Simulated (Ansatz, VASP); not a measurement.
BN in VASP and in Ansatz

The input INCAR:

```
SYSTEM = BN
  ALGO = Normal
  EDIFF = 1E-7
  ENCUT = 520
  GGA = PE
  ISIF = 2
  ISMEAR = 1
  IVDW = 12
  LASPH = .TRUE.
  LCHARG = .FALSE.
  LREAL = .FALSE.
  LWAVE = .FALSE.
  NBANDS = 16
  NELM = 60
  PREC = Accurate
  SIGMA = 0.05
```

Contents of KPOINTS:

```
k-points
0
G
  12 12 4
  0 0 0
```

The input POSCAR:

```
BN
1.0
    2.6231482509      0.0000000000      0.0000000000
   -1.3115741254      2.1703573356      0.0000000000
    0.0000000000      0.0000000000      6.5923998870
B N
2 2
Direct
    0.0000000000      0.0000000000      0.5000000000
    0.3333333333      0.6666666667      0.0000000000
    0.0000000000      0.0000000000      0.0000000000
    0.6666666667      0.3333333333      0.5000000000
```

Input for Ansatz:

```yaml
crystal:
  lattice:
    - [2.6231482509, 0.0, 0.0]
    - [-1.3115741254, 2.1703573356, 0.0]
    - [0.0, 0.0, 6.592399887]
  atoms:
    - { symbol: B, position: [0.0, 0.0, 0.5] }
    - { symbol: B, position: [0.3333333333, 0.6666666667, 0.0] }
    - { symbol: "N", position: [0.0, 0.0, 0.0] }
    - { symbol: "N", position: [0.6666666667, 0.3333333333, 0.5] }
basis:
  ecutwfc: 520.0
kpoints:
  mp_grid: { grid: [12, 12, 4] }
hamiltonian:
  xc: pbe
  dispersion: d3bj
scf:
  occupations: { method: methfessel_paxton, width: 0.05 }
output:
  forces: true
  stress: true
  eigenvalues: true
```

Change from the starting cell: mode 4 frozen in at +0.000 Å, normal strain along x +0.0467.

Alike in both runs: task single point; functional PBE; dispersion D3(BJ); k mesh 12 × 12 × 4; occupations methfessel-paxton of order 1, width 0.05 eV; no spin polarisation.

|  | VASP | Ansatz |
| --- | --- | --- |
| version | VASP 6.6.1 | Ansatz 0.2.0 |
| potentials or method | VASP PAW PBE potentials, release 64 (B, N), cutoff 520 eV | scalar-relativistic, plane waves, PAW |
| valence electrons in the cell | 16 | 16 |

|  | VASP | Ansatz | Ansatz less VASP |
| --- | --- | --- | --- |
| gap on the k mesh at the Fermi level (eV) | 4.19 | 4.19 | +0.006 |
| least direct gap on the mesh (eV) | 4.29 | 4.29 | +0.003 |
| pressure (GPa) | -14.4 | -14.4 | -0.03 |
| traceless stress, the component that is largest in VASP (GPa) | -22.33 | -22.36 | -0.039 |
| rms of the force components (eV/Å) | 0.226 | 0.225 | -0.0011 |

Atom by atom the forces differ by 0.001 eV/Å (rms over components).
